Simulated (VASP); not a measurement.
Set up this calculation in VASP 6.6.1, as the native input.

```
Task                   : single point
Functional             : PBE
Potentials or basis    : VASP PAW PBE potentials, release 64 (Hf_pv, In_d, Se)
Cutoff                 : 520 eV
k mesh                 : 12 × 12 × 2
Occupations            : gaussian, width 0.02 eV
Spin                   : no spin polarisation
Dipole correction      : no
Further INCAR settings : ALGO = Normal; EDIFF = 1e-06; NBANDS = 43
```

The structure of HfIn2Se5 lies in POSCAR:

```
HfIn2Se5
1.0
    3.9667887738      0.0000000000      0.0000000000
   -1.9833943869      3.4353398495      0.0000000000
    0.0000000000      0.0000000000     17.7590275983
Hf In Se
1 2 5
Direct
    0.0000000000      0.0000000000      1.0002305878
    0.6666666667      0.3333333333      0.6208664940
    0.3333333333      0.6666666667      0.3811156864
    0.0000000000      0.0000000000      0.6947811351
    0.6666666667      0.3333333333      0.4775633043
    0.0000000000      0.0000000000      0.3030545226
    0.3333333333      0.6666666667      0.0834442760
    0.6666666667      0.3333333333      0.9159439937
```

The input as run:

INCAR

```
SYSTEM = HfIn2Se5
PREC = Accurate ; ENCUT = 520
EDIFF = 1E-6 ; ISMEAR = 0
SIGMA = 0.02 ; LREAL = .FALSE.
LASPH = .TRUE. ; NELM = 60
ALGO = Normal ; ISIF = 2
LWAVE = .FALSE. ; LCHARG = .FALSE.
GGA = PE ; NBANDS = 43
```

KPOINTS

```
regular mesh
0
G
  12 12 2
  0 0 0
```

Potentials or basis: VASP PAW PBE potentials, release 64 (Hf_pv, In_d, Se).

Run with:

```bash
$ cat potpaw_PBE.64/Hf_pv/POTCAR potpaw_PBE.64/In_d/POTCAR potpaw_PBE.64/Se/POTCAR > POTCAR
$ mpirun -np 1 vasp_std > vasp.out
```

It gave:

* Pressure: -0.1 GPa
* Largest force: 0.046 eV/Å
* Band gap on the k mesh: 0.74 eV, indirect (least direct gap 0.93 eV)

Caveat: spin-orbit coupling is left out, which moves the levels of the heavy elements; this functional lacks dispersion, which binds the layers, so the pressure and a relaxed spacing across them are unreliable.

Run time: 12 min on 1 thread of Oxide Virtual Turin-like Processor (shared host), peak memory 0.54 GiB.
